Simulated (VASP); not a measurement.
Write the native input for VASP 6.6.1 that does the following.

- Task: single point
- Functional: PBE
- Potentials or basis: VASP PAW PBE potentials, release 64 (O_h, H_h, C_h)
- Cutoff: 910 eV
- k mesh: 1 × 1 × 1
- Occupations: fermi-dirac, width 0.05 eV
- Spin: no spin polarisation
- Dipole correction: no
- Second run: hard_potentials
- Further INCAR settings: LREAL = Auto; ALGO = Normal; EDIFF = 1e-06; NBANDS = 48

The structure of H12CO8 lies in POSCAR:

```
H12CO8
1.0
    6.4048830000      0.0000000000      0.0000000000
    0.0000000000      6.4048830000      0.0000000000
    0.0000000000      0.0000000000      6.4048830000
O H C
8 12 1
Direct
   -0.1195806387      1.0407215870      0.2074979356
    0.4454257791      0.9498690296      0.1027653433
    0.1851399940      0.1696518110      0.6264595310
    0.6053662495     -0.1841407564      0.5340925041
    0.2085440124      0.4012251278      1.1246419333
    0.6284111669      0.5589173136      0.9458252399
    0.8307723966      0.4599771768      0.4120762237
    1.0333053703      0.6571704745      0.6329233493
   -0.0410780337      1.1763056406      0.1855303212
   -0.2492161059      1.1222219048      0.2583029229
    0.4135750801      1.0607844046      0.1939457754
    0.6013692990      0.9517113740      0.1157242060
    0.1177695205      0.1184877226      0.4959497309
    0.2618783200      0.0430296697      0.6644773995
    0.4554962206     -0.1785824971      0.4825693147
    0.5951396770     -0.1105250478      0.6668037496
    0.3091079103      0.5108446165      1.1193334835
    0.2586932501      0.3243618970      1.0001743982
    0.5774812748      0.6877565133      1.0173487947
    0.7036350235      0.4720460936      1.0387231117
    0.9373941725      0.5482379616      0.5217269386
```

These files were run (other wordings do the same):

INCAR

```
ALGO = Normal
EDIFF = 1E-6
ENCUT = 910
GGA = PE
GGA_COMPAT = F
ISIF = 2
ISMEAR = -1
LASPH = T
LCHARG = F
LREAL = Auto
LWAVE = F
NBANDS = 48
NELM = 120
PREC = Accurate
SIGMA = 0.05
```

KPOINTS

```
k-points
0
Gamma
  1 1 1
```

Potentials or basis: VASP PAW PBE potentials, release 64 (O_h, H_h, C_h).

The run is started by

```bash
$ cat potpaw_PBE.64/O_h/POTCAR potpaw_PBE.64/H_h/POTCAR potpaw_PBE.64/C_h/POTCAR > POTCAR
$ mpirun -np 1 vasp_gam > vasp.out
```

Results of the run:

* Pressure: 0.3 GPa
* Largest force: 4.591 eV/Å
* Band gap on the k mesh: 4.40 eV

Caveat: the k points lie up to 0.98 Å⁻¹ apart; the cutoff is under 1.25 times the usual one of these potentials, so pressure, stress and relaxed cells hold a basis-set (Pulay) error.

It took 31 s on 1 thread of AMD EPYC 7R13 Processor (Zen 3), with other jobs on the host, peak memory 0.47 GiB.
